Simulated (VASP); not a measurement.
# TiCo (Pm-3m) in VASP: single point with PBEsol

Aim: the single point of TiCo with PBEsol.

Program: VASP 6.6.1. These are calculated values, not measurements. Logs are shortened: lines on timing, memory, paths and dates and some standing lists are left out, and cuts for length are marked.

### 1 The cell of the first run

It takes space group Pm-3m (No. 221, cubic). The conventional cell has a = 2.986 Å, b = 2.986 Å, c = 2.986 Å, α = 90.00°, β = 90.00°, γ = 90.00°. Within 3.4 Å of Ti (site symmetry m-3m) lie 8 Co at 2.59 Å and 6 Ti at 2.99 Å. Within 3.4 Å of Co (site symmetry m-3m) lie 8 Ti at 2.59 Å and 6 Co at 2.99 Å.

### 2 Single point, PBEsol, collinear spin, ferromagnetic start

The input, INCAR:

```
  ALGO = Normal
  EDIFF = 1E-6
  ENCUT = 520
  GGA = PS
  ISIF = 2
  ISMEAR = -1
  ISPIN = 2
  LASPH = True
  LCHARG = False
  LMAXMIX = 4
  LORBIT = 11
  LREAL = False
  LWAVE = False
  MAGMOM = 0 0.8
  NBANDS = 22
  NELM = 150
  PREC = Accurate
  SIGMA = 0.03
```

The input, KPOINTS:

```
k-points
0
Gamma
  12 12 12
```

The input, POSCAR:

```
TiCo
1.0
    2.9861109900      0.0000000000      0.0000000000
    0.0000000000      2.9861109900      0.0000000000
    0.0000000000      0.0000000000      2.9861109900
Ti Co
1 1
Direct
    0.0000000000      0.0000000000      0.0000000000
    0.5000000000      0.5000000000      0.5000000000
```

Potentials or basis: VASP PAW PBE potentials, release 64 (Ti_sv, Co).

Run with:

```bash
cat potpaw_PBE.64/Ti_sv/POTCAR potpaw_PBE.64/Co/POTCAR > POTCAR
mpirun -np 1 vasp_std > vasp.out
```

OUTCAR:

```text
EDIFF = 1E-6
   ENCUT = 520
   GGA = PS
   ISIF = 2
   ISMEAR = -1
   ISPIN = 2
   LASPH = True
   LORBIT = 11
   LREAL = False
   NELM = 150
   PREC = Accurate

 ion  position               nearest neighbor table
   1  0.000  0.000  0.000-   2 2.59   2 2.59   2 2.59   2 2.59   2 2.59   2 2.59   2 2.59   2 2.59

   2  0.500  0.500  0.500-   1 2.59   1 2.59   1 2.59   1 2.59   1 2.59   1 2.59   1 2.59   1 2.59

  LATTYP: Found a simple cubic cell.
 ALAT       =     2.9861109900

  Lattice vectors:

 A1 = (   2.9861109900,   0.0000000000,   0.0000000000)
 A2 = (   0.0000000000,   2.9861109900,   0.0000000000)
 A3 = (   0.0000000000,   0.0000000000,   2.9861109900)

Analysis of symmetry for initial positions (statically):
=====================================================================
 Subroutine PRICEL returns:
 Original cell was already a primitive cell.

 Routine SETGRP: Setting up the symmetry group for a
 simple cubic supercell.

 Subroutine GETGRP returns: Found 48 space group operations
 (whereof 48 operations were pure point group operations)
 out of a pool of 48 trial point group operations.

The static configuration has the point symmetry O_h .

Analysis of symmetry for dynamics (positions and initial velocities):
=====================================================================
 Subroutine PRICEL returns:
 Original cell was already a primitive cell.

 Routine SETGRP: Setting up the symmetry group for a
 simple cubic supercell.

 Subroutine GETGRP returns: Found 48 space group operations
 (whereof 48 operations were pure point group operations)
 out of a pool of 48 trial point group operations.

The dynamic configuration has the point symmetry O_h .

Analysis of structural, dynamic, and magnetic symmetry:
=====================================================================
 Subroutine PRICEL returns:
 Original cell was already a primitive cell.

 Routine SETGRP: Setting up the symmetry group for a
 simple cubic supercell.

 Subroutine GETGRP returns: Found 48 space group operations
 (whereof 48 operations were pure point group operations)
 out of a pool of 48 trial point group operations.

The overall configuration has the point symmetry O_h .

 Subroutine INISYM returns: Found 48 space group operations
 (whereof 48 operations are pure point group operations),
 and found     1 'primitive' translations

----------------------------------------------------------------------------------------

                                     Primitive cell

  volume of cell :      26.6267
[... 106 lines left out ...]
   IALGO  =     38    algorithm
   IMIX   =      4    mixing-type and parameters
     AMIX     =   0.40;   BMIX     =  1.00
     AMIX_MAG =   1.60;   BMIX_MAG =  1.00
  volume/ion in A,a.u.               =      13.31        89.84
  Fermi-wavevector in a.u.,A,eV,Ry     =   1.512546  2.858298 31.127355  2.287796
  Thomas-Fermi vector in A             =   2.622456
   LORBIT       =     11    0 simple, 1 ext, 2 COOP (PROOUT), +10 PAW based schemes
   GGA     = PS    functional components
   LHFCALC =     F    Hartree Fock is set to
   AEXX    =    0.0000 exact exchange contribution
   IVDW    =     0    specifies the selected vdW correction
   LEPSILON=     F    determine dielectric tensor
   LRPA    =     F    only Hartree local field effects (RPA)
 spin polarized calculation
  energy-cutoff  :      520.00
  volume of cell :       26.63
 maximum number of plane-waves:       739
 NGX is ok and might be reduce to    24
   NGX = 11   NGY = 11   NGZ = 11

 number of electron      20.9999983 magnetization       0.7413048

 Free energy of the ion-electron system (eV)
  ---------------------------------------------------
  ext. energy  EPLUGINS =         0.00000000
  ---------------------------------------------------
  free energy    TOTEN  =       -16.87009587 eV

  energy without entropy =      -16.86326707  energy(sigma->0) =      -16.86668147

 E-fermi :   9.7914     XC(G=0): -12.7334

 val. band max:        9.7908758897   @ k =   0.5000   0.3333   0.3333
 cond. band min:       9.8001054023   @ k =   0.4167   0.4167   0.4167
 fundamental gap:      0.0092295126
 Fermi energy:         9.7914250062

 spin component 1

 k-point     1 :       0.0000    0.0000    0.0000
  band No.  band energies     occupation
      1     -47.1617      1.00000
      2     -23.3526      1.00000
      3     -23.3526      1.00000
      4     -23.3526      1.00000
      5       2.0626      1.00000
      6       5.6774      1.00000
[... 589 lines left out ...]
     21      26.4413      0.00000
     22      29.1918      0.00000

 [... further k-points ...]

 spin component 2

 k-point     1 :       0.0000    0.0000    0.0000
  band No.  band energies     occupation
      1     -47.1695      1.00000
      2     -23.3615      1.00000
      3     -23.3615      1.00000
      4     -23.3615      1.00000
      5       2.0802      1.00000
      6       6.2046      1.00000
[... 589 lines left out ...]
     21      26.3936      0.00000
     22      29.2421      0.00000

 [... further k-points ...]
[... 5 lines left out ...]
  --------------------------------------------------------------------------------------
  -------------------------------------------------------------------------------------
  Total       -1.3810229     -1.3810229     -1.3810229     -0.0000000     -0.0000000      0.0000000
  in kB      -83.0985814    -83.0985814    -83.0985814     -0.0000000     -0.0000000      0.0000000
  external PRESSURE =     -83.0985814 kB  Pullay stress =       0.0000000 kB

 VOLUME and BASIS-vectors are now :
 -----------------------------------------------------------------------------
  energy-cutoff  :      520.00
  volume of cell :       26.63
      direct lattice vectors                 reciprocal lattice vectors
     2.986110990  0.000000000  0.000000000     0.334883735  0.000000000  0.000000000
     0.000000000  2.986110990  0.000000000     0.000000000  0.334883735  0.000000000
     0.000000000  0.000000000  2.986110990     0.000000000  0.000000000  0.334883735

 POSITION                                       TOTAL-FORCE (eV/Angst)
 -----------------------------------------------------------------------------------
      0.00000      0.00000      0.00000         0.000000      0.000000      0.000000
      1.49306      1.49306      1.49306         0.000000      0.000000      0.000000
 -----------------------------------------------------------------------------------
    total drift:                                0.000000      0.000000     -0.000000

  FREE ENERGIE OF THE ION-ELECTRON SYSTEM (eV)
  ---------------------------------------------------
  free  energy   TOTEN  =       -16.8700958714 eV

  energy  without entropy=      -16.8632670659  energy(sigma->0) =      -16.86668147

 total charge

# of ion       s       p       d       tot
------------------------------------------
    1        2.248   6.181   1.856  10.285
    2        0.523   0.456   7.313   8.291
--------------------------------------------------
tot          2.771   6.637   9.168  18.577

 magnetization (x)

# of ion       s       p       d       tot
------------------------------------------
    1       -0.003  -0.009  -0.011  -0.023
    2        0.025  -0.002   0.774   0.798
--------------------------------------------------
tot          0.023  -0.011   0.763   0.774
```

OSZICAR:

```text
N       E                     dE             d eps       ncg     rms          rms(c)
DAV:   1     0.164949712516E+03    0.16495E+03   -0.95077E+03  7536   0.120E+03
DAV:   2    -0.892713783345E+01   -0.17388E+03   -0.16546E+03  7572   0.304E+02
DAV:   3    -0.192235206316E+02   -0.10296E+02   -0.10092E+02  9214   0.785E+01
DAV:   4    -0.195157665547E+02   -0.29225E+00   -0.29165E+00  8632   0.120E+01
DAV:   5    -0.195242408631E+02   -0.84743E-02   -0.84740E-02  8960   0.191E+00    0.142E+01
DAV:   6    -0.180965161005E+02    0.14277E+01   -0.10959E+01  8426   0.440E+01    0.109E+01
DAV:   7    -0.187429026279E+02   -0.64639E+00   -0.19238E+01  9008   0.360E+01    0.186E+01
DAV:   8    -0.168709914203E+02    0.18719E+01   -0.96903E+00  8752   0.229E+01    0.190E+00
DAV:   9    -0.168610010505E+02    0.99904E-02   -0.25349E-01  9990   0.399E+00    0.195E+00
DAV:  10    -0.168629713629E+02   -0.19703E-02   -0.54321E-02  8596   0.217E+00    0.113E+00
DAV:  11    -0.168692834248E+02   -0.63121E-02   -0.19235E-02  9944   0.122E+00    0.737E-01
DAV:  12    -0.168707165581E+02   -0.14331E-02   -0.26178E-02  9788   0.135E+00    0.425E-01
DAV:  13    -0.168700414878E+02    0.67507E-03   -0.26582E-03 10364   0.361E-01    0.136E-01
DAV:  14    -0.168701021173E+02   -0.60630E-04   -0.47244E-04  9820   0.198E-01    0.641E-02
DAV:  15    -0.168700821092E+02    0.20008E-04   -0.51920E-05 10280   0.576E-02    0.291E-02
DAV:  16    -0.168700942805E+02   -0.12171E-04   -0.43078E-05  9272   0.573E-02    0.115E-02
DAV:  17    -0.168700956836E+02   -0.14031E-05   -0.77715E-06  7936   0.202E-02    0.594E-03
DAV:  18    -0.168700958714E+02   -0.18778E-06   -0.27668E-06  5056   0.144E-02
   1 F= -.16870096E+02 E0= -.16866681E+02  d E =-.682881E-02  mag=     0.7418
```

It took 88 s on 1 thread of AMD EPYC 7R43 (Zen 3), shared host; peak memory 0.17 GiB.

Results:

| Item | Value |
| --- | --- |
| Free energy | -16.8701 eV |
| Pressure | -8.3 GPa |
| Net moment | 0.74 μB per cell |
| Site moments | Ti -0.02; Co +0.80 μB |
| Valence electrons inside the program's atomic spheres | Ti 10.29; Co 8.29 |

Caveat: the PAW data sets were made with another functional, which shifts forces and pressure a little.
